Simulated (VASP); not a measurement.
A run of VASP 6.6.1 is set up as follows.

File INCAR:

```
  ALGO = Normal
  EDIFF = 1E-6
  ENCUT = 520
  GGA = PE
  ISIF = 2
  ISMEAR = 0
  LASPH = True
  LCHARG = False
  LREAL = False
  LWAVE = False
  NBANDS = 19
  NELM = 100
  PREC = Accurate
  SIGMA = 0.01
```

File KPOINTS:

```
k-points
0
Gamma
  6 6 6
```

The input POSCAR:

```
SrCl2
1.0
    2.0857437679      1.2042047259      6.1350482845
   -2.0857437679      1.2042047259      6.1350482845
    0.0000000000     -2.4084094518      6.1350482845
Sr Cl
1 2
Direct
    0.0002014275      0.0002014275      0.0002014275
    0.4227725673      0.4227725673      0.4227725673
    0.2436926719      0.2436926719      0.2436926719
```

Potentials or basis: VASP PAW PBE potentials, release 64 (Sr_sv, Cl).

Command:

```console
$ cat potpaw_PBE.64/Sr_sv/POTCAR potpaw_PBE.64/Cl/POTCAR > POTCAR
$ mpirun -np 1 vasp_std > vasp.out
```

(1) Estimate the band gap on the k mesh.

(2) Estimate the largest force.

(3) Estimate the pressure.

Results:

(1) 4.35 eV, direct.

(2) 0.004 eV/Å.

(3) 1.3 GPa.
